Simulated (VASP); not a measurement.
Cu, 1 atom in the cell. The structure is tetragonal, space group I4/mmm (No. 139). The conventional cell has a = 2.886 Å, b = 2.886 Å, c = 2.835 Å, α = 90.00°, β = 90.00°, γ = 90.00°. Cu (site symmetry 4/mmm) has 14 Cu at 2.48 to 2.89 Å within 3.3 Å.  This cell differs from its parent crystal: strain +0.000 along x and y, +0.030 along z.

| Property | Result |
| --- | --- |
| Program | VASP 6.6.1 |
| Task | single point |
| Functional | r2SCAN |
| Potentials or basis | VASP PAW PBE potentials, release 64 (Cu) |
| Cutoff | 520 eV |
| k mesh | 24 × 24 × 24 |
| Occupations | gaussian, width 0.15 eV |
| Spin | no spin polarisation |
| Dipole correction | no |
| Further INCAR settings | ALGO = Normal; EDIFF = 1e-07; NBANDS = 12 |

Potentials or basis: VASP PAW PBE potentials, release 64 (Cu).

The run is started by

```console
$ cat potpaw_PBE.64/Cu/POTCAR > POTCAR
$ cp INCAR.step1 INCAR
$ mpirun -np 1 vasp_std > vasp.out
$ cp INCAR.step2 INCAR
$ mpirun -np 1 vasp_std > vasp.out
```

Hardware: 1 thread of Intel(R) Xeon(R) 6975P-C (Granite Rapids), with other jobs on the host.

**Question.** How long does it take, and how much memory?

**Answer.** Wall time 3.5 min on 1 thread of Intel(R) Xeon(R) 6975P-C (Granite Rapids), on a shared host, peak memory 0.24 GiB. Counts: k points 1063.
